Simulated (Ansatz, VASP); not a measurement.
**One calculation of Ag, two programs**

INCAR

```
SYSTEM = Ag
  PREC = Accurate
  ENCUT = 520
  EDIFF = 1E-6
  ISMEAR = 0
  SIGMA = 0.15
  LREAL = .False.
  LASPH = .True.
  NELM = 80
  ALGO = Normal
  ISIF = 2
  LWAVE = .False.
  LCHARG = .True.
  GGA = PE
  LELF = .True.
  LVHAR = .True.
  NBANDS = 12
```

KPOINTS

```
regular mesh
0
Gamma
  20 20 20
  0 0 0
```

File POSCAR:

```
Ag
1.0
    0.0000000000      1.8796520000      2.1248240000
    1.8796520000      0.0000000000      2.1248240000
    1.8796520000      1.8796520000      0.0000000000
Ag
1
Direct
    0.0000000000      0.0000000000      0.0000000000
```

Input for Ansatz:

```yaml
crystal:
  lattice:
    - [0.0, 1.879652, 2.124824]
    - [1.879652, 0.0, 2.124824]
    - [1.879652, 1.879652, 0.0]
  atoms:
    - { symbol: Ag, position: [0.0, 0.0, 0.0] }
basis:
  ecutwfc: 420
kpoints:
  mp_grid: { grid: [20, 20, 20] }
hamiltonian:
  xc: pbe
scf:
  occupations: { method: gaussian, width: 0.15 }
output:
  forces: true
  stress: true
  eigenvalues: true
```

Change from the starting cell: strain -0.080 along x and y, +0.040 along z, atoms carried along.

Alike in both runs: task single point; functional PBE; k mesh 20 × 20 × 20; occupations gaussian, width 0.15 eV; no spin polarisation.

|  | VASP | Ansatz |
| --- | --- | --- |
| version | VASP 6.6.1 | Ansatz 0.2.0 |
| potentials or method | VASP PAW PBE potentials, release 64 (Ag), cutoff 520 eV | scalar-relativistic, plane waves, PAW |
| valence electrons in the cell | 11 | 19 |

VASP gave:

| Quantity | Value |
| --- | --- |
| gap on the k mesh at the Fermi level (eV) | none |
| pressure (GPa) | 26.4 |
| traceless stress, the component that is largest in VASP (GPa) | -7.26 |

Q: What did Ansatz give for the same quantities?

A: gap on the k mesh at the Fermi level (eV): none; pressure (GPa): 26.8; traceless stress, the component that is largest in VASP (GPa): -7.32.

A gap of «none» marks a metal or a gap that the smearing closes. With one functional, cell and mesh, what is left measures potentials, basis and numerics. VASP's potentials hold 11 valence electrons a cell and Ansatz's 19, so a difference there can come from the potentials and not from the codes.
